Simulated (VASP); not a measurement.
A run of VASP 6.6.1 is set up as follows.

The input INCAR:

```
SYSTEM = Ni
PREC = Accurate
ENCUT = 600
EDIFF = 1E-6
ISMEAR = -1
SIGMA = 0.05
LREAL = .FALSE.
LASPH = .TRUE.
NELM = 100
ALGO = Normal
ISIF = 3
LWAVE = .FALSE.
LCHARG = .FALSE.
GGA = PE
IBRION = 2
NSW = 60
EDIFFG = -0.005
```

File KPOINTS:

```
Automatic mesh
0
G
  21 21 21
  0 0 0
```

The input POSCAR:

```
Ni
1.0
    0.0000000000      1.7597012234      1.7597012234
    1.7597012234      0.0000000000      1.7597012234
    1.7597012234      1.7597012234      0.0000000000
Ni
1
Direct
    0.0000000000      0.0000000000      0.0000000000
```

Potentials or basis: VASP PAW PBE potentials, release 64 (Ni).

The run is started by

```console
$ cat potpaw_PBE.64/Ni/POTCAR > POTCAR
$ mpirun -np 1 vasp_std > vasp.out
```

(1) Estimate the space group after relaxing (to 0.1 Å).

(2) What does it give for the band gap on the k mesh?

(3) Estimate the relaxed volume.

## Answers

(1) Fm-3m (No. 225).

(2) zero (bands 5 and 6 overlap by 0.96 eV).

(3) 10.82 Å³/atom.

Caveat: the run has no spin polarisation, though such a crystal can be magnetic.
